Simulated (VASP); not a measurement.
Set up this calculation in VASP 6.6.1, as the native input.

| Item | Value |
| --- | --- |
| Task | relaxation of cell and atoms |
| Functional | RPBE |
| Potentials or basis | VASP PAW PBE potentials, release 64 (Li_sv) |
| Cutoff | 1050 eV |
| k mesh | 8 × 8 × 8 |
| Occupations | methfessel-paxton, width 0.05 eV |
| Spin | no spin polarisation |
| Tolerance level | standard |
| Purpose | cell |
| Passes | 3 |
| Further INCAR settings | ALGO = Normal; EDIFF = 1e-07 |

The system is Li.

```
Li
1.0
     4.37893    0.00000    0.00000
     0.00000    4.37893    0.00000
     0.00000    0.00000    4.37893
Li
4
Direct
  0.62543 0.87457 0.12543
  0.12543 0.62543 0.87457
  0.37457 0.37457 0.37457
  0.87457 0.12543 0.62543
```

One way to write it, as run:

POSCAR

```
Li
1.0
    4.3789267565      0.0000000000      0.0000000000
    0.0000000000      4.3789267565      0.0000000000
    0.0000000000      0.0000000000      4.3789267565
Li
4
Direct
    0.6254320000      0.8745680000      0.1254320000
    0.1254320000      0.6254320000      0.8745680000
    0.3745680000      0.3745680000      0.3745680000
    0.8745680000      0.1254320000      0.6254320000
```

INCAR.step1

```
SYSTEM = Li
ALGO = Normal
EDIFF = 1E-7
EDIFFG = -0.002
ENCUT = 1050
GGA = RP
GGA_COMPAT = .FALSE.
IBRION = 2
ISIF = 3
ISMEAR = 1
KPAR = 8
LASPH = .TRUE.
LCHARG = .FALSE.
LREAL = .FALSE.
LWAVE = .FALSE.
NELM = 120
NELMIN = 4
NSW = 80
POTIM = 0.5
PREC = Accurate
SIGMA = 0.05
```

INCAR.step4

```
SYSTEM = Li
ALGO = Normal
EDIFF = 1E-7
ENCUT = 1050
GGA = RP
GGA_COMPAT = .FALSE.
ISIF = 2
ISMEAR = 1
KPAR = 8
LASPH = .TRUE.
LCHARG = .FALSE.
LREAL = .FALSE.
LWAVE = .FALSE.
NELM = 120
PREC = Accurate
SIGMA = 0.05
```

KPOINTS

```
Automatic mesh
0
Gamma
  8 8 8
  0 0 0
```

Potentials or basis: VASP PAW PBE potentials, release 64 (Li_sv).

Run with:

```console
$ cat potpaw_PBE.64/Li_sv/POTCAR > POTCAR
$ cp INCAR.step1 INCAR
$ cp POSCAR.step1 POSCAR
$ mpirun -np 8 vasp_std > vasp.out
$ cp CONTCAR POSCAR
$ mpirun -np 8 vasp_std > vasp.out
$ cp CONTCAR POSCAR
$ mpirun -np 8 vasp_std > vasp.out
$ cp CONTCAR POSCAR
$ cp INCAR.step4 INCAR
$ mpirun -np 8 vasp_std > vasp.out
```

It gave:

```json
{
  "Relaxed volume": "20.90 Å³/atom",
  "Relaxed cell": "a = 4.372 Å, b = 4.372 Å, c = 4.372 Å, α = 90.00°, β = 90.00°, γ = 90.00°",
  "Space group after relaxing (to 0.1 Å)": "Fm-3m (No. 225)",
  "Energy gained by relaxing": "269.9 meV/atom",
  "Ionic steps": "28",
  "Pressure after relaxing": "0.0 GPa",
  "Band gap on the k mesh": "zero (bands 6 and 7 overlap by 2.09 eV)"
}
```

Caveat: the PAW data sets were made with another functional, which shifts forces and pressure a little.

Run time: 7 min on 8 MPI ranks on AMD EPYC 9R45 96-Core Processor (Zen 5) (shared host), peak memory 0.4 GiB a rank.
